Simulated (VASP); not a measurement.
# H (P6_3/mmc) in VASP: a series of runs

The runs below take H through single point, with PBE.

All numbers are computed with VASP 6.6.1; they aren't measurements. Logs are shortened: lines on timing, memory, paths and dates and some standing lists are left out, and cuts for length are marked.

### 1 The cell of the first run

The structure is hexagonal, space group P6_3/mmc (No. 194). Conventional cell: a = 3.831 Å, b = 3.831 Å, c = 5.027 Å, α = 90.00°, β = 90.00°, γ = 120.00°. Within 1.0 Å of H (site symmetry 3m) lie 1 H at 0.75 Å.

### 2 Single point, PBE (volume scaled by 0.97, then relaxed in part)

INCAR

```
PREC = Accurate
ENCUT = 520
EDIFF = 1E-6
ISMEAR = 0
SIGMA = 0.02
LREAL = False
LASPH = True
NELM = 60
ALGO = Normal
ISIF = 2
LWAVE = False
LCHARG = False
GGA = PE
NBANDS = 10
```

KPOINTS

```
regular mesh
0
Gamma
  9 9 6
```

POSCAR

```
H
1.0
    3.8314079706      0.0000000000      0.0000000000
   -1.9157039853      3.3180966348      0.0000000000
    0.0000000000      0.0000000000      5.0269563114
H
4
Direct
    0.3333333333      0.6666666667      0.1753330938
    0.6666666667      0.3333333333      0.6753330938
    0.6666666667      0.3333333333      0.8246669062
    0.3333333333      0.6666666667      0.3246669062
```

Potentials or basis: VASP PAW PBE potentials, release 64 (H).

Started as:

```console
cat potpaw_PBE.64/H/POTCAR > POTCAR
mpirun -np 1 vasp_std > vasp.out
```

OUTCAR:

```text
PREC = Accurate
   ENCUT = 520
   EDIFF = 1E-6
   ISMEAR = 0
   LREAL = False
   LASPH = True
   NELM = 60
   ISIF = 2
   GGA = PE

 ion  position               nearest neighbor table
   1  0.333  0.667  0.175-   4 0.75
   2  0.667  0.333  0.675-   3 0.75
   3  0.667  0.333  0.825-   2 0.75
   4  0.333  0.667  0.325-   1 0.75

  LATTYP: Found a hexagonal cell.
 ALAT       =     3.8314079706
 C/A-ratio  =     1.3120389032

  Lattice vectors:

 A1 = (   3.8314079706,   0.0000000000,   0.0000000000)
 A2 = (  -1.9157039853,   3.3180966348,   0.0000000000)
 A3 = (   0.0000000000,   0.0000000000,   5.0269563114)

Analysis of symmetry for initial positions (statically):
=====================================================================
 Subroutine PRICEL returns:
 Original cell was already a primitive cell.

 Routine SETGRP: Setting up the symmetry group for a
 hexagonal supercell.

 Subroutine GETGRP returns: Found 24 space group operations
 (whereof 12 operations were pure point group operations)
 out of a pool of 24 trial point group operations.

The static configuration has the point symmetry D_3d.
 The point group associated with its full space group is D_6h.

Analysis of symmetry for dynamics (positions and initial velocities):
=====================================================================
 Subroutine PRICEL returns:
 Original cell was already a primitive cell.

 Routine SETGRP: Setting up the symmetry group for a
 hexagonal supercell.

 Subroutine GETGRP returns: Found 24 space group operations
 (whereof 12 operations were pure point group operations)
 out of a pool of 24 trial point group operations.

The dynamic configuration has the point symmetry D_3d.
 The point group associated with its full space group is D_6h.

 Subroutine INISYM returns: Found 24 space group operations
 (whereof 12 operations are pure point group operations),
 and found     1 'primitive' translations

----------------------------------------------------------------------------------------

                                     Primitive cell

  volume of cell :      63.9076

  direct lattice vectors                    reciprocal lattice vectors
     3.831407971  0.000000000  0.000000000     0.261000658  0.150688800  0.000000000
    -1.915703985  3.318096635  0.000000000     0.000000000  0.301377600  0.000000000
     0.000000000  0.000000000  5.026956311     0.000000000  0.000000000  0.198927530

  length of vectors
     3.831407971  3.831407971  5.026956311     0.301377600  0.301377600  0.198927530

  position of ions in fractional coordinates (direct lattice)
     0.333333333  0.666666667  0.175333094
     0.666666667  0.333333333  0.675333094
     0.666666667  0.333333333  0.824666906
     0.333333333  0.666666667  0.324666906

  ion indices of the primitive-cell ions
   primitive index   ion index
                 1           1
                 2           2
                 3           3
                 4           4

----------------------------------------------------------------------------------------

 KPOINTS: regular mesh

Automatic generation of k-mesh.
 Grid dimensions read from file:
 generate k-points for:    9    9    6

 Generating k-lattice:

  Cartesian coordinates                     Fractional coordinates (reciprocal lattice)
     0.029000073  0.016743200  0.000000000     0.111111111  0.000000000  0.000000000
     0.000000000  0.033486400  0.000000000     0.000000000  0.111111111  0.000000000
     0.000000000  0.000000000  0.033154588     0.000000000  0.000000000  0.166666667

  Length of vectors
     0.033486400  0.033486400  0.033154588

  Shift w.r.t. Gamma in fractional coordinates (k-lattice)
     0.000000000  0.000000000  0.000000000

 Subroutine IBZKPT returns following result:
 ===========================================

 Found     48 irreducible k-points:

 Following reciprocal coordinates:
            Coordinates               Weight
  0.000000  0.000000  0.000000      1.000000
  0.111111 -0.000000  0.000000      6.000000
  0.222222 -0.000000  0.000000      6.000000
  0.333333  0.000000  0.000000      6.000000
  0.444444 -0.000000  0.000000      6.000000
  0.111111  0.111111  0.000000      6.000000
[... 16 lines left out ...]
  0.333333  0.222222  0.166667     24.000000
  0.333333  0.333333  0.166667      4.000000
 [... further k-points ...]
   k-points           NKPTS =     48   k-points in BZ     NKDIM =     48   number of bands    NBANDS=     10
   number of dos      NEDOS =    301   number of ions     NIONS =      4
   total plane-waves  NPLWV =  31360
   dimension x,y,z NGX =    28 NGY =   28 NGZ =   40
   dimension x,y,z NGXF=    56 NGYF=   56 NGZF=   80
   ions per type =               4
   NGX,Y,Z   is equivalent  to a cutoff of  12.15, 12.15, 13.23 a.u.
   NGXF,Y,Z  is equivalent  to a cutoff of  24.30, 24.30, 26.46 a.u.
 SYSTEM =  unknown system
   PREC   = accura    normal or accurate (medium, high low for compatibility)
   ISTART =      0    job   : 0-new  1-cont  2-samecut
   ICHARG =      2    charge: 1-file 2-atom 10-const
   ISPIN  =      1    spin polarized calculation?
   LNONCOLLINEAR =      F non collinear calculations
   LSORBIT =      F    spin-orbit coupling
   LASPH  =      T    aspherical Exc in radial PAW
   ENCUT  =  520.0 eV  38.22 Ry    6.18 a.u.   7.12  7.12  9.35*2*pi/ulx,y,z
   NELM   =     60;   NELMIN=  2; NELMDL= -5     # of ELM steps
   EDIFF  = 0.1E-05   stopping-criterion for ELM
   LREAL  =      F    real-space projection
   EDIFFG = 0.1E-04   stopping-criterion for IOM
   NSW    =      0    number of steps for IOM
   IBRION =     -1    ionic relax: 0-MD 1-quasi-New 2-CG
   NFREE  =      0    steps in history (QN), initial steepest desc. (CG)
   ISIF   =      2    stress and relaxation
   ISYM   =      2    0-nonsym 1-usesym 2-fastsym
   POTIM  = 0.5000    time-step for ionic-motion
   TEBEG  =    0.0;   TEEND  =   0.0 temperature during run
   PSTRESS=    0.0 pullay stress
   NELECT =       4.0000    total number of electrons
   NUPDOWN=      -1.0000    fix difference up-down
   EMIN   =  10.00;   EMAX   =-10.00  energy-range for DOS
   EFERMI =   0.00;   METHOD = LEGACY
   ISMEAR =     0;   SIGMA  =   0.02  broadening in eV -4-tet -1-fermi 0-gaus
   EFERMI_NEDOS =   21; number of points for ismear=-14 and -15
   IALGO  =     38    algorithm
   IMIX   =      4    mixing-type and parameters
     AMIX     =   0.40;   BMIX     =  1.00
     AMIX_MAG =   1.60;   BMIX_MAG =  1.00
  volume/ion in A,a.u.               =      15.98       107.82
  Fermi-wavevector in a.u.,A,eV,Ry     =   0.649996  1.228314  5.748390  0.422495
  Thomas-Fermi vector in A             =   1.719132
   LORBIT       =      0    0 simple, 1 ext, 2 COOP (PROOUT), +10 PAW based schemes
   GGA     = PE    functional components
   LHFCALC =     F    Hartree Fock is set to
   AEXX    =    0.0000 exact exchange contribution
   IVDW    =     0    specifies the selected vdW correction
   LEPSILON=     F    determine dielectric tensor
   LRPA    =     F    only Hartree local field effects (RPA)
 non-spin polarized calculation
 Gauss-broadening in eV      SIGMA  =   0.02
  energy-cutoff  :      520.00
  volume of cell :       63.91
 maximum number of plane-waves:      1749
   NGX = 15   NGY = 15   NGZ = 19

 number of electron       4.0000004 magnetization

 Free energy of the ion-electron system (eV)
  ---------------------------------------------------
  ext. energy  EPLUGINS =         0.00000000
  ---------------------------------------------------
  free energy    TOTEN  =       -13.57731240 eV

  energy without entropy =      -13.57731240  energy(sigma->0) =      -13.57731240

 E-fermi :  -8.7185     XC(G=0):  -4.5965

 val. band max:       -8.8558296999   @ k =   0.0000   0.0000   0.0000
 cond. band min:       0.4350837481   @ k =   0.0000   0.0000   0.0000
 fundamental gap:      9.2909134480
 Fermi energy:        -8.7185156002

 k-point     1 :       0.0000    0.0000    0.0000
  band No.  band energies     occupation
      1     -10.2996      2.00000
      2      -8.8558      2.00000
      3       0.4351      0.00000
      4       3.1334      0.00000
      5       6.1869      0.00000
      6       7.6749      0.00000
      7       8.3621      0.00000
      8       8.3621      0.00000
      9       9.7626      0.00000
     10       9.7626      0.00000

 k-point     2 :       0.1111   -0.0000    0.0000
  band No.  band energies     occupation
      1     -10.2341      2.00000
      2      -8.8612      2.00000
      3       0.5793      0.00000
      4       2.9367      0.00000
      5       5.5575      0.00000
      6       7.3794      0.00000
      7       7.6741      0.00000
      8       8.2812      0.00000
      9      10.5385      0.00000
     10      10.5462      0.00000

 k-point     3 :       0.2222   -0.0000    0.0000
  band No.  band energies     occupation
      1     -10.0522      2.00000
      2      -8.8881      2.00000
      3       1.0047      0.00000
      4       2.4333      0.00000
      5       4.5789      0.00000
      6       6.5712      0.00000
      7       6.8060      0.00000
      8       7.9976      0.00000
      9      10.7031      0.00000
     10      11.1847      0.00000

 k-point     4 :       0.3333    0.0000    0.0000
  band No.  band energies     occupation
      1      -9.8010      2.00000
      2      -8.9577      2.00000
      3       1.6788      0.00000
      4       1.8362      0.00000
      5       3.9292      0.00000
      6       5.4549      0.00000
      7       6.1888      0.00000
      8       7.6165      0.00000
      9       9.6177      0.00000
     10      10.7449      0.00000

 k-point     5 :       0.4444   -0.0000    0.0000
  band No.  band energies     occupation
      1      -9.5743      2.00000
      2      -9.0624      2.00000
      3       1.4388      0.00000
      4       2.4512      0.00000
      5       3.6468      0.00000
      6       4.3922      0.00000
      7       5.8743      0.00000
      8       7.3599      0.00000
      9       9.0156      0.00000
     10      10.2589      0.00000

 k-point     6 :       0.1111    0.1111    0.0000
  band No.  band energies     occupation
      1     -10.1103      2.00000
      2      -8.8775      2.00000
      3       0.8643      0.00000
      4       2.6022      0.00000
      5       4.8172      0.00000
      6       6.7522      0.00000
      7       6.8412      0.00000
      8       8.4822      0.00000
      9      10.7193      0.00000
     10      11.4210      0.00000
[... 183 lines left out ...]
 k-point    21 :       0.4444    0.1111    0.1667
  band No.  band energies     occupation
      1      -9.4672      2.00000
      2      -9.1238      2.00000
      3       1.2178      0.00000
      4       2.5101      0.00000
      5       2.9895      0.00000
      6       5.3570      0.00000
      7       5.6315      0.00000
      8       6.9596      0.00000
      9       8.9508      0.00000
     10      10.7004      0.00000

 k-point    22 :       0.2222    0.2222    0.1667
  band No.  band energies     occupation
      1      -9.6220      2.00000
      2      -9.0482      2.00000
      3       1.6447      0.00000
      4       1.7184      0.00000
      5       3.9779      0.00000
      6       4.5431      0.00000
      7       6.4092      0.00000
      8       6.7912      0.00000
      9      10.3775      0.00000
     10      11.5446      0.00000

 k-point    23 :       0.3333    0.2222    0.1667
  band No.  band energies     occupation
      1      -9.4247      2.00000
      2      -9.1422      2.00000
      3       1.5456      0.00000
      4       2.2295      0.00000
      5       2.9984      0.00000
      6       4.8304      0.00000
      7       5.6856      0.00000
      8       6.1400      0.00000
      9      10.1308      0.00000
     10      11.1072      0.00000

 k-point    24 :       0.3333    0.3333    0.1667
  band No.  band energies     occupation
      1      -9.2652      2.00000
      2      -9.2652      2.00000
      3       1.7996      0.00000
      4       2.4209      0.00000
      5       2.4209      0.00000
      6       5.1708      0.00000
      7       5.1708      0.00000
      8       5.7030      0.00000
      9       9.7652      0.00000
     10      12.7765      0.00000

 [... further k-points ...]

------------------------ aborting loop because EDIFF is reached ----------------------------------------

  FORCE on cell =-STRESS in cart. coord.  units (eV):
  Direction    XX          YY          ZZ          XY          YZ          ZX
  --------------------------------------------------------------------------------------
  -------------------------------------------------------------------------------------
  Total       -0.0404505     -0.0404505     -0.0681298     -0.0000000      0.0000000      0.0000000
  in kB       -1.0141015     -1.0141015     -1.7080299     -0.0000000      0.0000000      0.0000000
  external PRESSURE =      -1.2454110 kB  Pullay stress =       0.0000000 kB

 VOLUME and BASIS-vectors are now :
 -----------------------------------------------------------------------------
  energy-cutoff  :      520.00
  volume of cell :       63.91
      direct lattice vectors                 reciprocal lattice vectors
     3.831407971  0.000000000  0.000000000     0.261000658  0.150688800  0.000000000
    -1.915703985  3.318096635  0.000000000     0.000000000  0.301377600  0.000000000
     0.000000000  0.000000000  5.026956311     0.000000000  0.000000000  0.198927530

 POSITION                                       TOTAL-FORCE (eV/Angst)
 -----------------------------------------------------------------------------------
     -0.00000      2.21206      0.88139         0.000000      0.000000      0.011464
      1.91570      1.10603      3.39487         0.000000     -0.000000      0.011464
      1.91570      1.10603      4.14556        -0.000000      0.000000     -0.011464
     -0.00000      2.21206      1.63209        -0.000000      0.000000     -0.011464
 -----------------------------------------------------------------------------------
    total drift:                                0.000000     -0.000000      0.000000

  FREE ENERGIE OF THE ION-ELECTRON SYSTEM (eV)
  ---------------------------------------------------
  free  energy   TOTEN  =       -13.5773123951 eV

  energy  without entropy=      -13.5773123951  energy(sigma->0) =      -13.57731240
```

Run time: 38 s. Hardware: 1 thread of AMD EPYC 7R13, shared host; peak memory 0.14 GiB.

Results:

| Quantity | Value |
| --- | --- |
| Free energy | -13.5773 eV |
| Pressure | -0.1 GPa |
| Largest force | 0.011 eV/Å |
| Band gap on the k mesh | 9.29 eV, direct |

Forces on the atoms (eV/Å):
```
H    0.000  0.000  0.011
H    0.000  0.000  0.011
H    0.000  0.000 -0.011
H    0.000  0.000 -0.011
```

Levels at points of the mesh, in eV from the valence-band top:
```tsv
k point	band 1	band 2	band 3	band 4	band 5	band 6
(0.00, 0.00, 0.00)	-1.44	0.00	9.29	11.99	15.04	16.53
(0.00, 0.00, 0.50)	-0.79	-0.79	10.36	10.36	17.16	17.16
```

Caveat: the cell differs from its parent crystal (volume scaled by 0.97, then relaxed in part).

### 3 Single point, PBE

This run uses another cell than the first one, of 16.47 Å³/atom, 1.031 times its volume.

INCAR

```
SYSTEM = H
  ALGO = Normal
  EDIFF = 1E-7
  ENCUT = 520
  GGA = PE
  ISIF = 2
  ISMEAR = 0
  LASPH = .True.
  LCHARG = .False.
  LREAL = .False.
  LWAVE = .False.
  NBANDS = 10
  NELM = 60
  PREC = Accurate
  SIGMA = 0.02
```

KPOINTS

```
k-points
0
Gamma
  9 9 6
  0 0 0
```

POSCAR

```
H
1.0
    3.8711427836      0.0000000000      0.0000000000
   -1.9355713918      3.3525079923      0.0000000000
    0.0000000000      0.0000000000      5.0765865286
H
4
Direct
    0.3333333333      0.6666666667      0.1760596972
    0.6666666667      0.3333333333      0.6760596972
    0.6666666667      0.3333333333      0.8239403028
    0.3333333333      0.6666666667      0.3239403028
```

Potentials or basis: VASP PAW PBE potentials, release 64 (H).

Started as:

```console
cat potpaw_PBE.64/H/POTCAR > POTCAR
mpirun -np 1 vasp_std > vasp.out
```

Run time: 50 s. Hardware: 1 thread of AMD EPYC 7R13, shared host; peak memory 0.15 GiB.

It converged, with:

| Item | Value |
| --- | --- |
| Free energy | -13.5777 eV |
| Pressure | -0.1 GPa |
| Largest force | 0.011 eV/Å |
| Band gap on the k mesh | 9.32 eV, direct |

Forces in eV/Å, atoms in the order of the input:
```
H    0.000  0.000  0.011
H    0.000  0.000  0.011
H    0.000  0.000 -0.011
H    0.000  0.000 -0.011
```

Stress tensor (GPa, compression positive):
```
-0.11  0.00  0.00
 0.00 -0.11  0.00
 0.00  0.00 -0.19
```

Levels at points of the mesh, in eV from the valence-band top:
| k point | band 1 | band 2 | band 3 | band 4 | band 5 | band 6 |
| --- | --- | --- | --- | --- | --- | --- |
| (0.00, 0.00, 0.00) | -1.36 | 0.00 | 9.32 | 11.87 | 14.94 | 16.39 |
| (0.00, 0.00, 0.50) | -0.74 | -0.74 | 10.32 | 10.32 | 17.00 | 17.00 |

A k mesh can miss the band edges. A hybrid or GW would open this gap; PBE tends to underestimate it.
